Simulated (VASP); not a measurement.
## NiSb: single point with LDA

Crystal: NiSb.

```
CELL_PARAMETERS angstrom
3.92800 0.00000 0.00000
-1.96400 3.40175 0.00000
0.00000 0.00000 5.12000
ATOMIC_POSITIONS crystal
Sb 0.66667 0.33333 0.75000
Sb 0.33333 0.66667 0.25000
Ni 0.00000 0.00000 0.50000
Ni 0.00000 0.00000 0.00000
```

| Quantity | Value |
| --- | --- |
| Program | VASP 6.6.1 |
| Task | single point |
| Functional | LDA |
| Potentials or basis | VASP PAW LDA potentials, release 64 (Sb, Ni) |
| Cutoff | 520 eV |
| k mesh | 8 × 8 × 5 |
| Occupations | fermi-dirac, width 0.05 eV |
| Spin | collinear spin, ferromagnetic start |
| Starting moments | [0.0, 0.0, 1.0, 1.0] μB |

```yaml
Pressure: -5.3 GPa
Band_gap_on_the_k_mesh: zero (filled and empty bands overlap)
Net_moment: 0.00 μB per cell
Valence_electrons_inside_the_program's_atomic_spheres: Sb 2.45; Ni 9.42
```

Stress tensor (GPa, compression positive):
```
-5.11  0.00  0.00
 0.00 -5.11  0.00
 0.00  0.00 -5.64
```

Levels at points of the mesh, in eV from the Fermi level:
Spin up:
| k point | band 12 | band 13 | band 14 | band 15 | band 16 | band 17 | band 18 | band 19 |
| --- | --- | --- | --- | --- | --- | --- | --- | --- |
| (0.00, 0.00, 0.00) | -1.32 | 0.00 | 0.64 | 0.64 | 2.53 | 2.53 | 3.20 | 4.04 |
| (0.50, 0.00, 0.00) | -1.86 | -1.58 | -1.38 | -1.30 | -0.37 | 1.18 | 3.51 | 4.02 |
Spin down:
```csv
k point,band 13,band 14,band 15,band 16,band 17,band 18
"(0.00, 0.00, 0.00)",0.00,0.64,0.64,2.53,2.53,3.20
"(0.50, 0.00, 0.00)",-1.58,-1.38,-1.30,-0.37,1.18,3.51
```

Wall time 62 s on 1 thread of AMD EPYC 9R45 96-Core Processor (Zen 5), on a shared host, peak memory 0.19 GiB.

Caveat: the cell stands under tension; the moments typed at the start vanished in this run; spin-orbit coupling is left out, which moves the levels of the heavy elements.
